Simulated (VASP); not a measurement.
MgZn4O:

```
Mg Zn O
1.0
     4.14085    0.00000    0.00000
     0.00000    4.14085    0.00000
     0.00000    0.00000    5.17902
Mg Zn O
1 4 1
Direct
  0.00000 0.00000 0.62021
  0.73231 0.73231 0.03903
  0.26769 0.26769 0.03903
  0.26769 0.73231 0.03903
  0.73231 0.26769 0.03903
  0.50000 0.50000 0.33089
```

The cell was generated, and may not be a known phase.

| Item | Value |
| --- | --- |
| Program | VASP 6.6.1 |
| Task | relaxation of cell and atoms |
| Functional | PBE |
| Potentials or basis | VASP PAW PBE potentials, release 64 (Mg_sv, Zn, O) |
| Cutoff | 840 eV |
| k mesh | 4 × 4 × 3 |
| Occupations | gaussian, width 0.2 eV |
| Spin | no spin polarisation |

At the start: pressure 55.0 GPa; volume 14.80 Å³/atom.

Q: How do energy, volume and symmetry change on relaxing?

A: Over 24 steps the energy falls by 1537.4 meV/atom and the volume is 20.79 Å³/atom (+40.5 %); space group P4mm (No. 99, to 0.1 Å) before and after.

Step by step:
```
step  energy change (eV)  largest force (eV/Å)  pressure (GPa)  volume (Å³)
   1              0.0000                8.6676           55.02        88.80
   2             -3.3113                4.1173           -0.07       167.93
   3             -3.8746                4.1651            0.34       158.43
   4             -4.3146                4.1868            0.79       150.76
   5             -5.4482                4.0863            7.14       117.50
   6             -7.4142                2.3210           -4.59       140.32
   7             -7.4193                2.3223           -4.87       141.57
   8             -8.1124                1.6721           -2.87       131.76
   9             -8.5059                1.0191            1.56       120.25
  10             -8.8316                0.7361            0.30       120.07
  11             -8.9323                1.0127           -0.65       119.52
  12             -9.0218                0.7168            0.19       117.65
  13             -9.0275                0.4580            1.12       115.35
  14             -9.0372                0.5529            0.75       116.29
  15             -9.1076                0.2800            1.03       118.25
  16             -9.1091                0.3223            1.11       118.58
  17             -9.1506                0.2870           -0.51       123.36
  18             -9.1549                0.3011           -1.12       125.41
  19             -9.1904                0.2369           -0.71       125.70
  20             -9.2077                0.1642           -0.17       125.99
  21             -9.2077                0.1597           -0.13       126.00
  22             -9.2129                0.1371            0.00       125.55
  23             -9.2211                0.0815            0.42       124.21
  24             -9.2242                0.0793            0.04       124.76
```

Final structure:
```xyz
6
Lattice="5.4697 0.0000 0.0000 0.0000 5.4697 0.0000 0.0000 0.0000 4.1702" Properties=species:S:1:pos:R:3 pbc="T T T"
Mg    0.0000    0.0000    2.4887
Zn    4.1585    4.1585    0.4068
Zn    1.3112    1.3112    0.4068
Zn    1.3112    4.1585    0.4068
Zn    4.1585    1.3112    0.4068
O     2.7348    2.7348    0.5014
```

Caveat: the k points lie up to 0.50 Å⁻¹ apart in the final cell, too coarse for converged energies and pressures of a metal; the volume moved by over 15 % at a fixed basis, so the end points are rough; the relaxation stopped at a loose force limit of 0.08 eV/Å, so its end isn't a converged minimum.
